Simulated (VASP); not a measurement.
# Cr (P6/mmm) in VASP: notebook, part 2 of 2

VASP 6.6.1. The steps go on from the part before.

**5. Single point, PBE**

Input file INCAR:

```
PREC = Accurate
ENCUT = 700
EDIFF = 1E-6
ISMEAR = 0
SIGMA = 0.1
LREAL = False
LASPH = True
NELM = 120
ALGO = Normal
ISIF = 2
LWAVE = False
LCHARG = False
GGA = PE
NBANDS = 13
GGA_COMPAT = False
```

Input file KPOINTS:

```
Automatic mesh
0
Gamma
  9 9 8
```

Input file POSCAR:

```
Cr
1.0
    2.4973049706      0.0000000000      0.0000000000
   -1.2486524853      2.1627295455      0.0000000000
    0.0000000000      0.0000000000      2.2877652940
Cr
1
Direct
    0.0000000000      0.0000000000      0.0000000000
```

Potentials or basis: VASP PAW PBE potentials, release 64 (Cr_sv).

Launch:

```sh
cat potpaw_PBE.64/Cr_sv/POTCAR > POTCAR
mpirun -np 1 vasp_std > vasp.out
```

OUTCAR:

```text
PREC = Accurate
   ENCUT = 700
   EDIFF = 1E-6
   ISMEAR = 0
   LREAL = False
   LASPH = True
   NELM = 120
   ISIF = 2
   GGA = PE

 ion  position               nearest neighbor table
   1  0.000  0.000  0.000-

  LATTYP: Found a hexagonal cell.
 ALAT       =     2.4973049706
 C/A-ratio  =     0.9160936774

  Lattice vectors:

 A1 = (   2.4973049706,   0.0000000000,   0.0000000000)
 A2 = (  -1.2486524853,   2.1627295455,   0.0000000000)
 A3 = (   0.0000000000,   0.0000000000,   2.2877652940)

Analysis of symmetry for initial positions (statically):
=====================================================================
 Subroutine PRICEL returns:
 Original cell was already a primitive cell.

 Routine SETGRP: Setting up the symmetry group for a
 hexagonal supercell.

 Subroutine GETGRP returns: Found 24 space group operations
 (whereof 24 operations were pure point group operations)
 out of a pool of 24 trial point group operations.

The static configuration has the point symmetry D_6h.

Analysis of symmetry for dynamics (positions and initial velocities):
=====================================================================
 Subroutine PRICEL returns:
 Original cell was already a primitive cell.

 Routine SETGRP: Setting up the symmetry group for a
 hexagonal supercell.

 Subroutine GETGRP returns: Found 24 space group operations
 (whereof 24 operations were pure point group operations)
 out of a pool of 24 trial point group operations.

The dynamic configuration has the point symmetry D_6h.

 Subroutine INISYM returns: Found 24 space group operations
 (whereof 24 operations are pure point group operations),
 and found     1 'primitive' translations

----------------------------------------------------------------------------------------

                                     Primitive cell

  volume of cell :      12.3562

  direct lattice vectors                    reciprocal lattice vectors
     2.497304971  0.000000000  0.000000000     0.400431670  0.231189332  0.000000000
    -1.248652485  2.162729545  0.000000000     0.000000000  0.462378665  0.000000000
     0.000000000  0.000000000  2.287765294     0.000000000  0.000000000  0.437107776

  length of vectors
     2.497304971  2.497304971  2.287765294     0.462378665  0.462378665  0.437107776

  position of ions in fractional coordinates (direct lattice)
     0.000000000  0.000000000  0.000000000

  ion indices of the primitive-cell ions
   primitive index   ion index
                 1           1

----------------------------------------------------------------------------------------

 KPOINTS: Automatic mesh

Automatic generation of k-mesh.
 Grid dimensions read from file:
 generate k-points for:    9    9    8

 Generating k-lattice:

  Cartesian coordinates                     Fractional coordinates (reciprocal lattice)
     0.044492408  0.025687704  0.000000000     0.111111111 -0.000000000  0.000000000
     0.000000000  0.051375407  0.000000000     0.000000000  0.111111111  0.000000000
     0.000000000  0.000000000  0.054638472     0.000000000  0.000000000  0.125000000

  Length of vectors
     0.051375407  0.051375407  0.054638472

  Shift w.r.t. Gamma in fractional coordinates (k-lattice)
     0.000000000  0.000000000  0.000000000

 Subroutine IBZKPT returns following result:
 ===========================================

 Found     60 irreducible k-points:

 Following reciprocal coordinates:
            Coordinates               Weight
  0.000000  0.000000  0.000000      1.000000
  0.111111 -0.000000  0.000000      6.000000
  0.222222  0.000000  0.000000      6.000000
  0.333333  0.000000  0.000000      6.000000
  0.444444  0.000000  0.000000      6.000000
  0.111111  0.111111  0.000000      6.000000
[... 16 lines left out ...]
  0.333333  0.222222  0.125000     24.000000
  0.333333  0.333333  0.125000      4.000000
 [... further k-points ...]
   k-points           NKPTS =     60   k-points in BZ     NKDIM =     60   number of bands    NBANDS=     13
   number of dos      NEDOS =    301   number of ions     NIONS =      1
   total plane-waves  NPLWV =  11520
   dimension x,y,z NGX =    24 NGY =   24 NGZ =   20
   dimension x,y,z NGXF=    48 NGYF=   48 NGZF=   40
   ions per type =               1
   NGX,Y,Z   is equivalent  to a cutoff of  15.98, 15.98, 14.53 a.u.
   NGXF,Y,Z  is equivalent  to a cutoff of  31.95, 31.95, 29.07 a.u.
 SYSTEM =  unknown system
   PREC   = accura    normal or accurate (medium, high low for compatibility)
   ISTART =      0    job   : 0-new  1-cont  2-samecut
   ICHARG =      2    charge: 1-file 2-atom 10-const
   ISPIN  =      1    spin polarized calculation?
   LNONCOLLINEAR =      F non collinear calculations
   LSORBIT =      F    spin-orbit coupling
   LASPH  =      T    aspherical Exc in radial PAW
   ENCUT  =  700.0 eV  51.45 Ry    7.17 a.u.   5.39  5.39  4.94*2*pi/ulx,y,z
   NELM   =    120;   NELMIN=  2; NELMDL= -5     # of ELM steps
   EDIFF  = 0.1E-05   stopping-criterion for ELM
   LREAL  =      F    real-space projection
   EDIFFG = 0.1E-04   stopping-criterion for IOM
   NSW    =      0    number of steps for IOM
   IBRION =     -1    ionic relax: 0-MD 1-quasi-New 2-CG
   NFREE  =      0    steps in history (QN), initial steepest desc. (CG)
   ISIF   =      2    stress and relaxation
   ISYM   =      2    0-nonsym 1-usesym 2-fastsym
   POTIM  = 0.5000    time-step for ionic-motion
   TEBEG  =    0.0;   TEEND  =   0.0 temperature during run
   PSTRESS=    0.0 pullay stress
   NELECT =      14.0000    total number of electrons
   NUPDOWN=      -1.0000    fix difference up-down
   EMIN   =  10.00;   EMAX   =-10.00  energy-range for DOS
   EFERMI =   0.00;   METHOD = LEGACY
   ISMEAR =     0;   SIGMA  =   0.10  broadening in eV -4-tet -1-fermi 0-gaus
   EFERMI_NEDOS =   21; number of points for ismear=-14 and -15
   IALGO  =     38    algorithm
   IMIX   =      4    mixing-type and parameters
     AMIX     =   0.40;   BMIX     =  1.00
     AMIX_MAG =   1.60;   BMIX_MAG =  1.00
  volume/ion in A,a.u.               =      12.36        83.38
  Fermi-wavevector in a.u.,A,eV,Ry     =   1.706694  3.225185 39.631127  2.912806
  Thomas-Fermi vector in A             =   2.785684
   LORBIT       =      0    0 simple, 1 ext, 2 COOP (PROOUT), +10 PAW based schemes
   GGA     = PE    functional components
   LHFCALC =     F    Hartree Fock is set to
   AEXX    =    0.0000 exact exchange contribution
   IVDW    =     0    specifies the selected vdW correction
   LEPSILON=     F    determine dielectric tensor
   LRPA    =     F    only Hartree local field effects (RPA)
 non-spin polarized calculation
 Gauss-broadening in eV      SIGMA  =   0.10
  energy-cutoff  :      700.00
  volume of cell :       12.36
 maximum number of plane-waves:       538
 NGX is ok and might be reduce to    24
   NGX = 11   NGY = 11   NGZ =  9

 number of electron      14.0000007 magnetization

 Free energy of the ion-electron system (eV)
  ---------------------------------------------------
  ext. energy  EPLUGINS =         0.00000000
  ---------------------------------------------------
  free energy    TOTEN  =        -8.81396538 eV

  energy without entropy =       -8.80345825  energy(sigma->0) =       -8.80871182

 E-fermi :  12.8686     XC(G=0): -13.2611

 val. band max:       12.8414538932   @ k =   0.4444   0.0000   0.0000
 cond. band min:      12.8764541633   @ k =   0.4444   0.1111   0.2500
 fundamental gap:      0.0350002700
 Fermi energy:        12.8686349818

 k-point     1 :       0.0000    0.0000    0.0000
  band No.  band energies     occupation
      1     -58.8117      2.00000
      2     -29.6018      2.00000
      3     -29.6018      2.00000
      4     -29.5220      2.00000
      5       5.3524      2.00000
      6       9.6687      2.00000
      7      12.3559      2.00000
      8      12.3559      2.00000
      9      15.4830      0.00000
     10      15.4830      0.00000
     11      32.0800      0.00000
     12      33.4606      0.00000
     13      38.5752      0.00000
[... 353 lines left out ...]
 k-point    24 :       0.3333    0.3333    0.1250
  band No.  band energies     occupation
      1     -58.6039      2.00000
      2     -30.1641      2.00000
      3     -30.1641      2.00000
      4     -29.5973      2.00000
      5      10.8281      2.00000
      6      10.8281      2.00000
      7      11.2763      2.00000
      8      13.8232      0.00000
      9      13.8232      0.00000
     10      20.7096      0.00000
     11      20.7096      0.00000
     12      22.3715      0.00000
     13      37.4286      0.00000

 [... further k-points ...]

------------------------ aborting loop because EDIFF is reached ----------------------------------------

  FORCE on cell =-STRESS in cart. coord.  units (eV):
  Direction    XX          YY          ZZ          XY          YZ          ZX
  --------------------------------------------------------------------------------------
  -------------------------------------------------------------------------------------
  Total       -0.0489855     -0.0489855     -0.0736135      0.0000000     -0.0000000      0.0000000
  in kB       -6.3517388     -6.3517388     -9.5451465      0.0000000     -0.0000000      0.0000000
  external PRESSURE =      -7.4162080 kB  Pullay stress =       0.0000000 kB

 VOLUME and BASIS-vectors are now :
 -----------------------------------------------------------------------------
  energy-cutoff  :      700.00
  volume of cell :       12.36
      direct lattice vectors                 reciprocal lattice vectors
     2.497304971  0.000000000  0.000000000     0.400431670  0.231189332  0.000000000
    -1.248652485  2.162729545  0.000000000     0.000000000  0.462378665  0.000000000
     0.000000000  0.000000000  2.287765294     0.000000000  0.000000000  0.437107776

 POSITION                                       TOTAL-FORCE (eV/Angst)
 -----------------------------------------------------------------------------------
      0.00000      0.00000      0.00000        -0.000000      0.000000      0.000000
 -----------------------------------------------------------------------------------
    total drift:                                0.000000      0.000000      0.000000

  FREE ENERGIE OF THE ION-ELECTRON SYSTEM (eV)
  ---------------------------------------------------
  free  energy   TOTEN  =        -8.8139653838 eV

  energy  without entropy=       -8.8034582467  energy(sigma->0) =       -8.80871182
```

OSZICAR:

```text
N       E                     dE             d eps       ncg     rms          rms(c)
DAV:   1     0.201674976751E+03    0.20167E+03   -0.89183E+03  1754   0.189E+03
DAV:   2    -0.920620986482E+00   -0.20260E+03   -0.19157E+03  1560   0.524E+02
DAV:   3    -0.897871420434E+01   -0.80581E+01   -0.78683E+01  2024   0.129E+02
DAV:   4    -0.999365883561E+01   -0.10149E+01   -0.10061E+01  2778   0.315E+01
DAV:   5    -0.100005415043E+02   -0.68827E-02   -0.68820E-02  1992   0.284E+00    0.115E+01
DAV:   6    -0.881244248843E+01    0.11881E+01   -0.34023E+00  1966   0.608E+01    0.337E+00
DAV:   7    -0.880831020882E+01    0.41323E-02   -0.12734E-01  2445   0.989E+00    0.184E+00
DAV:   8    -0.881486077798E+01   -0.65506E-02   -0.25479E-02  2699   0.250E+00    0.272E-01
DAV:   9    -0.881416719657E+01    0.69358E-03   -0.24396E-03  2527   0.103E+00    0.104E-01
DAV:  10    -0.881403628431E+01    0.13091E-03   -0.85675E-05  2014   0.189E-01    0.510E-02
DAV:  11    -0.881396544478E+01    0.70840E-04   -0.42919E-05  2704   0.117E-01    0.435E-03
DAV:  12    -0.881396538378E+01    0.60998E-07   -0.84274E-07  1553   0.957E-03
   1 F= -.88139654E+01 E0= -.88087118E+01  d E =-.105071E-01
```

Wall time 5 s (1 thread of Intel Xeon 6975P-C (Granite Rapids), shared host); peak memory 0.14 GiB.

Results:

```yaml
Free_energy: -8.8140 eV
Pressure: -0.7 GPa
Band_gap_on_the_k_mesh: zero (bands 7 and 8 overlap by 0.72 eV)
```

Stress tensor (GPa, compression positive):
```
-0.64  0.00  0.00
 0.00 -0.64  0.00
 0.00  0.00 -0.95
```

Caveat: the run has no spin polarisation, though such a crystal can be magnetic.

**6. The runs side by side**

```tsv
task	potentials or basis	cell	k mesh	cutoff (eV)	gap on the mesh (eV)	pressure (GPa)
single point	VASP PAW PBE potentials, release 64 (Cr_pv)	a = 2.497, b = 2.497, c = 2.288 Å, angles 90.0, 90.0, 120.0°, 1 atom	9 × 9 × 8	520	none	-0.3
relaxation of cell and atoms	VASP PAW PBE potentials, release 64 (Cr_pv)	relaxed from a = 2.542, b = 2.542, c = 2.376 Å, angles 90.0, 90.0, 120.0°, 1 atom	9 × 9 × 8	600	none	0.0
single point	VASP PAW PBE potentials, release 64 (Cr_pv)	a = 2.517, b = 2.517, c = 2.238 Å, angles 90.0, 90.0, 120.0°, 1 atom	27 × 27 × 24	520	none	-0.2
single point	VASP PAW PBE potentials, release 64 (Cr_sv)	a = 2.497, b = 2.497, c = 2.288 Å, angles 90.0, 90.0, 120.0°, 1 atom	9 × 9 × 8	700	none	-0.7
```

Alike in all rows: level PBE; no spin polarisation; smearing gaussian 0.1 eV.

Caveats: the run has no spin polarisation, though such a crystal can be magnetic; an empty level that is flat over the whole mesh can mark a ghost state of the potentials, or a narrow d or f band (at least some runs).

Absolute energies hang on the potentials; compare differences alone.

The gap in the log of VASP goes by the Fermi energy; the results here count the filled bands.